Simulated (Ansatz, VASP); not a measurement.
Sn in VASP and in Ansatz

File INCAR:

```
SYSTEM = Sn
  PREC = Accurate
  ENCUT = 520
  EDIFF = 1E-6
  ISMEAR = -1
  SIGMA = 0.3
  LREAL = .FALSE.
  LASPH = .TRUE.
  NELM = 60
  ALGO = Normal
  ISIF = 2
  LWAVE = .FALSE.
  LCHARG = .FALSE.
  GGA = PE
  NBANDS = 21
```

Contents of KPOINTS:

```
Automatic mesh
0
G
  9 9 9
  0 0 0
```

POSCAR

```
Sn
1.0
    0.0000000000      3.2333430000      3.2333430000
    3.2333430000      0.0000000000      3.2333430000
    3.2333430000      3.2333430000      0.0000000000
Sn
2
Direct
    0.0000000000      0.0000000000      0.0000000000
    0.2500000000      0.2500000000      0.2500000000
```

Input for Ansatz:

```yaml
crystal:
  lattice:
    - [0.0, 3.233343, 3.233343]
    - [3.233343, 0.0, 3.233343]
    - [3.233343, 3.233343, 0.0]
  atoms:
    - { symbol: Sn, position: [0.0, 0.0, 0.0] }
    - { symbol: Sn, position: [0.25, 0.25, 0.25] }
kpoints:
  mp_grid:
    grid: [9, 9, 9]
    shift: [0.0, 0.0, 0.0]
hamiltonian:
  xc: pbe
scf:
  occupations:
    method: fermi_dirac
    width: 0.3
output:
  forces: true
  stress: true
```

Alike in both runs: task single point; functional PBE; k mesh 9 × 9 × 9; occupations fermi-dirac, width 0.3 eV; no spin polarisation.

|  | VASP | Ansatz |
| --- | --- | --- |
| version | VASP 6.6.1 | Ansatz 0.2.0 |
| potentials or method | VASP PAW PBE potentials, release 64 (Sn_d) | plane waves, PAW |
| plane-wave cutoff (eV) | 520 | 420 |
| valence electrons in the cell | 28 | 28 |

Ansatz gave:

* pressure (GPa): 4.1

**Question.** Which values does VASP return?

**Answer.** Pressure (GPa): 4.0.
